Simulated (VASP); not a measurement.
# B (R32) in VASP: density of states with PBE

Aim: the density of states of B with PBE.

All numbers are computed with VASP 6.6.1; they aren't measurements. Logs are shortened: lines on timing, memory, paths and dates and some standing lists are left out, and cuts for length are marked.

## 1. The cell of the first run

The structure is trigonal, space group R32 (No. 155). The conventional cell has a = 4.915 Å, b = 4.915 Å, c = 4.976 Å, α = 90.00°, β = 90.00°, γ = 120.00°. Within 2.4 Å of B (site symmetry 3) lie 7 B at 1.80 to 1.88 Å. B (site symmetry 2) has 6 B at 1.66 to 1.88 Å within 2.2 Å.

## 2. Density of states, PBE

Contents of POSCAR:

```
B
1.0
    2.4574033577      1.4187824901      1.6588133323
   -2.4574033577      1.4187824901      1.6588133323
    0.0000000000     -2.8375649802      1.6588133322
B
5
Direct
    0.1809110719      0.1809110719      0.1809110719
    0.8190889281      0.8190889281      0.8190889281
    0.6646130566      0.3353869434      0.0000000000
    0.0000000000      0.6646130566      0.3353869434
    0.3353869434      0.0000000000      0.6646130566
```

Contents of INCAR.step1:

```
SYSTEM = B
PREC = Accurate
ENCUT = 520
EDIFF = 1E-7
ISMEAR = 0
SIGMA = 0.1
LREAL = .FALSE.
LASPH = .TRUE.
NELM = 100
ALGO = Normal
ISIF = 2
LWAVE = .FALSE.
LCHARG = .TRUE.
GGA = PE
NBANDS = 16
```

Contents of KPOINTS.step1:

```
Automatic mesh
0
G
  12 12 12
  0 0 0
```

Contents of INCAR.step2:

```
SYSTEM = B
PREC = Accurate
ENCUT = 520
EDIFF = 1E-7
ISMEAR = -5
SIGMA = 0.1
LREAL = .FALSE.
LASPH = .TRUE.
NELM = 100
ALGO = Normal
ISIF = 2
LWAVE = .FALSE.
LCHARG = .FALSE.
GGA = PE
LORBIT = 11
NBANDS = 16
NEDOS = 2001
ICHARG = 11
```

Contents of KPOINTS.step2:

```
Automatic mesh
0
G
  18 18 18
  0 0 0
```

Potentials or basis: VASP PAW PBE potentials, release 64 (B).

Launch:

```sh
cat potpaw_PBE.64/B/POTCAR > POTCAR
cp INCAR.step1 INCAR
cp KPOINTS.step1 KPOINTS
mpirun -np 1 vasp_std > vasp.out
cp INCAR.step2 INCAR
cp KPOINTS.step2 KPOINTS
mpirun -np 1 vasp_std > vasp.out
```

OUTCAR:

```text
SYSTEM = B
   PREC = Accurate
   ENCUT = 520
   EDIFF = 1E-7
   ISMEAR = -5
   LREAL = .FALSE.
   LASPH = .TRUE.
   NELM = 100
   ISIF = 2
   GGA = PE
   LORBIT = 11
   ICHARG = 11

 ion  position               nearest neighbor table
   1  0.181  0.181  0.181-   2 1.80   4 1.80   5 1.80   3 1.80   3 1.88   5 1.88   4 1.88
   2  0.819  0.819  0.819-   1 1.80   5 1.80   4 1.80   3 1.80   3 1.88   4 1.88   5 1.88
   3  0.665  0.335  0.000-   4 1.66   5 1.66   1 1.80   2 1.80   1 1.88   2 1.88
   4  0.000  0.665  0.335-   3 1.66   5 1.66   1 1.80   2 1.80   2 1.88   1 1.88
   5  0.335  0.000  0.665-   3 1.66   4 1.66   2 1.80   1 1.80   1 1.88   2 1.88

  LATTYP: Found a trigonal (rhomboedric) cell.
 ALAT       =     3.2868581789
 COS(alpha) =    -0.1179463419

  Lattice vectors:

 A1 = (   2.4574033577,   1.4187824901,   1.6588133323)
 A2 = (  -2.4574033577,   1.4187824901,   1.6588133323)
 A3 = (   0.0000000000,  -2.8375649802,   1.6588133322)

Analysis of symmetry for initial positions (statically):
=====================================================================
 Subroutine PRICEL returns:
 Original cell was already a primitive cell.

 Routine SETGRP: Setting up the symmetry group for a
 trigonal (rhombohedral) supercell.

 Subroutine GETGRP returns: Found  6 space group operations
 (whereof  6 operations were pure point group operations)
 out of a pool of 12 trial point group operations.

The static configuration has the point symmetry D_3 .

Analysis of symmetry for dynamics (positions and initial velocities):
=====================================================================
 Subroutine PRICEL returns:
 Original cell was already a primitive cell.

 Routine SETGRP: Setting up the symmetry group for a
 trigonal (rhombohedral) supercell.

 Subroutine GETGRP returns: Found  6 space group operations
 (whereof  6 operations were pure point group operations)
 out of a pool of 12 trial point group operations.

The dynamic configuration has the point symmetry D_3 .

 Subroutine INISYM returns: Found  6 space group operations
 (whereof  6 operations are pure point group operations),
 and found     1 'primitive' translations

----------------------------------------------------------------------------------------

                                     Primitive cell

  volume of cell :      34.7009

  direct lattice vectors                    reciprocal lattice vectors
     2.457403358  1.418782490  1.658813332     0.203466801  0.117471612  0.200946862
    -2.457403358  1.418782490  1.658813332    -0.203466801  0.117471612  0.200946862
     0.000000000 -2.837564980  1.658813332     0.000000000 -0.234943225  0.200946862

  length of vectors
     3.286858179  3.286858179  3.286858179     0.309156853  0.309156853  0.309156853

  position of ions in fractional coordinates (direct lattice)
     0.180911072  0.180911072  0.180911072
     0.819088928  0.819088928  0.819088928
     0.664613057  0.335386943  0.000000000
     0.000000000  0.664613057  0.335386943
     0.335386943  0.000000000  0.664613057

  ion indices of the primitive-cell ions
   primitive index   ion index
                 1           1
                 2           2
                 3           3
                 4           4
                 5           5

----------------------------------------------------------------------------------------

 KPOINTS: Automatic mesh

Automatic generation of k-mesh.
 Grid dimensions read from file:
 generate k-points for:   18   18   18

 Generating k-lattice:

  Cartesian coordinates                     Fractional coordinates (reciprocal lattice)
     0.011303711  0.006526201  0.011163715     0.055555556  0.000000000  0.000000000
    -0.011303711  0.006526201  0.011163715     0.000000000  0.055555556  0.000000000
     0.000000000 -0.013052401  0.011163715     0.000000000  0.000000000  0.055555556

  Length of vectors
     0.017175381  0.017175381  0.017175381

  Shift w.r.t. Gamma in fractional coordinates (k-lattice)
     0.000000000  0.000000000  0.000000000

 TETIRR: Found   8688 inequivalent tetrahedra from    34992

 Subroutine IBZKPT returns following result:
 ===========================================

 Found    580 irreducible k-points:

 Following reciprocal coordinates:
            Coordinates               Weight
  0.000000  0.000000  0.000000      1.000000
  0.055556  0.000000 -0.000000      6.000000
  0.111111  0.000000 -0.000000      6.000000
  0.166667  0.000000  0.000000      6.000000
  0.222222  0.000000  0.000000      6.000000
  0.277778  0.000000  0.000000      6.000000
[... 16 lines left out ...]
 -0.277778  0.055556  0.000000     12.000000
 -0.222222  0.055556  0.000000     12.000000
 [... further k-points ...]
   k-points           NKPTS =    580   k-points in BZ     NKDIM =    580   number of bands    NBANDS=     16
   number of dos      NEDOS =   2001   number of ions     NIONS =      5
   total plane-waves  NPLWV =  13824
   dimension x,y,z NGX =    24 NGY =   24 NGZ =   24
   dimension x,y,z NGXF=    48 NGYF=   48 NGZF=   48
   ions per type =               5
   NGX,Y,Z   is equivalent  to a cutoff of  12.14, 12.14, 12.14 a.u.
   NGXF,Y,Z  is equivalent  to a cutoff of  24.28, 24.28, 24.28 a.u.
 SYSTEM =  B
   PREC   = accura    normal or accurate (medium, high low for compatibility)
   ISTART =      0    job   : 0-new  1-cont  2-samecut
   ICHARG =     11    charge: 1-file 2-atom 10-const
   ISPIN  =      1    spin polarized calculation?
   LNONCOLLINEAR =      F non collinear calculations
   LSORBIT =      F    spin-orbit coupling
   LASPH  =      T    aspherical Exc in radial PAW
   ENCUT  =  520.0 eV  38.22 Ry    6.18 a.u.   6.11  6.11  6.11*2*pi/ulx,y,z
   NELM   =    100;   NELMIN=  2; NELMDL=  0     # of ELM steps
   EDIFF  = 0.1E-06   stopping-criterion for ELM
   LREAL  =      F    real-space projection
   EDIFFG = 0.1E-05   stopping-criterion for IOM
   NSW    =      0    number of steps for IOM
   IBRION =     -1    ionic relax: 0-MD 1-quasi-New 2-CG
   NFREE  =      0    steps in history (QN), initial steepest desc. (CG)
   ISIF   =      2    stress and relaxation
   ISYM   =      2    0-nonsym 1-usesym 2-fastsym
   POTIM  = 0.5000    time-step for ionic-motion
   TEBEG  =    0.0;   TEEND  =   0.0 temperature during run
   PSTRESS=    0.0 pullay stress
   NELECT =      15.0000    total number of electrons
   NUPDOWN=      -1.0000    fix difference up-down
   EMIN   =  10.00;   EMAX   =-10.00  energy-range for DOS
   EFERMI =   0.00;   METHOD = LEGACY
   ISMEAR =    -5;   SIGMA  =   0.10  broadening in eV -4-tet -1-fermi 0-gaus
   EFERMI_NEDOS =   21; number of points for ismear=-14 and -15
   IALGO  =     38    algorithm
   IMIX   =      4    mixing-type and parameters
     AMIX     =   0.40;   BMIX     =  1.00
     AMIX_MAG =   1.60;   BMIX_MAG =  1.00
  volume/ion in A,a.u.               =       6.94        46.83
  Fermi-wavevector in a.u.,A,eV,Ry     =   1.237822  2.339145 20.846896  1.532204
  Thomas-Fermi vector in A             =   2.372373
   LORBIT       =     11    0 simple, 1 ext, 2 COOP (PROOUT), +10 PAW based schemes
   GGA     = PE    functional components
   LHFCALC =     F    Hartree Fock is set to
   AEXX    =    0.0000 exact exchange contribution
   IVDW    =     0    specifies the selected vdW correction
   LEPSILON=     F    determine dielectric tensor
   LRPA    =     F    only Hartree local field effects (RPA)
 non-spin polarized calculation
 Fermi weights with tetrahedron method with Bloechl corrections
  energy-cutoff  :      520.00
  volume of cell :       34.70
 maximum number of plane-waves:       949

 number of electron      15.0000000 magnetization

 Free energy of the ion-electron system (eV)
  ---------------------------------------------------
  ext. energy  EPLUGINS =         0.00000000
  ---------------------------------------------------
  free energy    TOTEN  =       -32.62746970 eV

  energy without entropy =      -32.62746970  energy(sigma->0) =      -32.62746970

 E-fermi :   6.5906     XC(G=0): -11.9031

 val. band max:        6.6022924867   @ k =   0.1667   0.0556   0.0556
 cond. band min:       6.5505781812   @ k =  -0.3889   0.1111   0.1111
 fundamental gap:     -0.0517143056
 Fermi energy:         6.5906388254

 k-point     1 :       0.0000    0.0000    0.0000
  band No.  band energies     occupation
      1      -9.4294      2.00000
      2      -0.8029      2.00000
      3      -0.8029      2.00000
      4       1.1639      2.00000
      5       2.0569      2.00000
      6       3.7674      2.00000
[... 8 lines left out ...]
     15      17.0254      0.00000
     16      18.3136      0.00000

 k-point     2 :       0.0556    0.0000   -0.0000
  band No.  band energies     occupation
      1      -9.3969      2.00000
      2      -1.1533      2.00000
      3      -0.5542      2.00000
      4       0.9980      2.00000
      5       2.2423      2.00000
      6       3.3722      2.00000
[... 8 lines left out ...]
     15      16.7907      0.00000
     16      18.5411      0.00000

 k-point     3 :       0.1111    0.0000   -0.0000
  band No.  band energies     occupation
      1      -9.2996      2.00000
      2      -1.6575      2.00000
      3      -0.3527      2.00000
      4       0.7670      2.00000
      5       2.5664      2.00000
      6       3.0934      2.00000
[... 8 lines left out ...]
     15      16.3274      0.00000
     16      18.9009      0.00000
[... 362 lines left out ...]
 k-point    23 :      -0.2778    0.0556    0.0000
  band No.  band energies     occupation
      1      -8.6372      2.00000
      2      -3.6441      2.00000
      3      -0.1343      2.00000
      4       1.1556      2.00000
      5       2.8016      2.00000
      6       3.0904      2.00000
[... 8 lines left out ...]
     15      17.0101      0.00000
     16      18.0433      0.00000

 k-point    24 :      -0.2222    0.0556    0.0000
  band No.  band energies     occupation
      1      -8.9126      2.00000
      2      -2.8926      2.00000
      3      -0.3388      2.00000
      4       1.0396      2.00000
      5       2.7493      2.00000
      6       3.1907      2.00000
[... 8 lines left out ...]
     15      16.4620      0.00000
     16      18.5885      0.00000

 [... further k-points ...]

------------------------ aborting loop because EDIFF is reached ----------------------------------------

  FORCE on cell =-STRESS in cart. coord.  units (eV):
  Direction    XX          YY          ZZ          XY          YZ          ZX
  --------------------------------------------------------------------------------------
  -------------------------------------------------------------------------------------
  Total       -0.0248949     -0.0248949      0.0399455      0.0000000     -0.0000000      0.0000000
  in kB       -1.1494209     -1.1494209      1.8443248      0.0000000     -0.0000000      0.0000000
  external PRESSURE =      -0.1515057 kB  Pullay stress =       0.0000000 kB

 VOLUME and BASIS-vectors are now :
 -----------------------------------------------------------------------------
  energy-cutoff  :      520.00
  volume of cell :       34.70
      direct lattice vectors                 reciprocal lattice vectors
     2.457403358  1.418782490  1.658813332     0.203466801  0.117471612  0.200946862
    -2.457403358  1.418782490  1.658813332    -0.203466801  0.117471612  0.200946862
     0.000000000 -2.837564980  1.658813332     0.000000000 -0.234943225  0.200946862

 POSITION                                       TOTAL-FORCE (eV/Angst)
 -----------------------------------------------------------------------------------
      0.00000      0.00000      0.90029         0.000000     -0.000000      0.016348
      0.00000      0.00000      4.07615         0.000000     -0.000000     -0.016348
      0.80904      1.41878      1.65881         0.000493      0.000000      0.000000
     -1.63322     -0.00874      1.65881        -0.000247      0.000427      0.000000
      0.82418     -1.41004      1.65881        -0.000247     -0.000427     -0.000000
 -----------------------------------------------------------------------------------
    total drift:                                0.000000     -0.000000      0.000000

  FREE ENERGIE OF THE ION-ELECTRON SYSTEM (eV)
  ---------------------------------------------------
  free  energy   TOTEN  =       -32.6274697026 eV

  energy  without entropy=      -32.6274697026  energy(sigma->0) =      -32.62746970

 total charge

# of ion       s       p       d       tot
------------------------------------------
    1        0.672   1.322   0.000   1.995
    2        0.672   1.322   0.000   1.995
    3        0.685   1.339   0.000   2.024
    4        0.685   1.339   0.000   2.024
    5        0.685   1.339   0.000   2.024
--------------------------------------------------
tot          3.400   6.660   0.000  10.061
```

Run time: 3.4 min. Hardware: 1 thread of AMD EPYC 7R43 (Zen 3), shared host; peak memory 0.3 GiB.

What came out:

```
Valence electrons inside the program's atomic spheres : B 2.00, 2.02
```

Levels at points of the mesh, in eV from the Fermi level:
```tsv
k point	band 6	band 7	band 8	band 9	band 10	band 11
(0.00, 0.00, 0.00)	-2.82	-2.82	0.24	0.24	6.47	6.47
(0.50, 0.00, 0.00)	-3.40	-1.88	-1.55	3.97	5.10	7.68
(0.50, 0.50, 0.00)	-3.33	-1.13	1.84	2.18	4.35	5.72
(0.50, 0.50, 0.50)	-6.13	-5.05	-4.19	9.51	9.51	10.30
```

Caveat: tetrahedron occupations give inexact forces and stress in metals.
